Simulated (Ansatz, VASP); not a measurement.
## One calculation of ScRu3, two programs

```xyz
4
Lattice="-1.9875 1.9875 4.1012 1.9875 -1.9875 4.1012 1.9875 1.9875 -4.1012" Properties=species:S:1:pos:R:3 pbc="T T T"
Ru    0.0000    0.0000    4.1012
Ru    1.9875    0.0000    2.0506
Ru    0.0000    1.9875    2.0506
Sc    0.0000    0.0000    0.0000
```

Alike in both runs: task single point; functional PBE; k mesh 10 × 10 × 10; occupations fermi-dirac, width 0.05 eV; no spin polarisation.

|  | VASP | Ansatz |
| --- | --- | --- |
| version | VASP 6.6.1 | Ansatz 0.2.0 |
| potentials or method | VASP PAW PBE potentials, release 64 (Ru_pv, Sc_sv) | Ansatz PAW |
| plane-wave cutoff (eV) | 520 | 420 |
| valence electrons in the cell | 53 | 59 |

```tsv
	VASP	Ansatz	Ansatz less VASP
gap on the k mesh at the Fermi level (eV)	none	none	-
pressure (GPa)	-11.6	-11.7	-0.14
traceless stress, the component that is largest in VASP (GPa)	0.52	0.54	+0.017
```

A gap of «none» marks a metal or a gap that the smearing closes. With one functional, cell and mesh, what is left measures potentials, basis and numerics. VASP's potentials hold 53 valence electrons a cell and Ansatz's 59, so a difference there can come from the potentials and not from the codes.
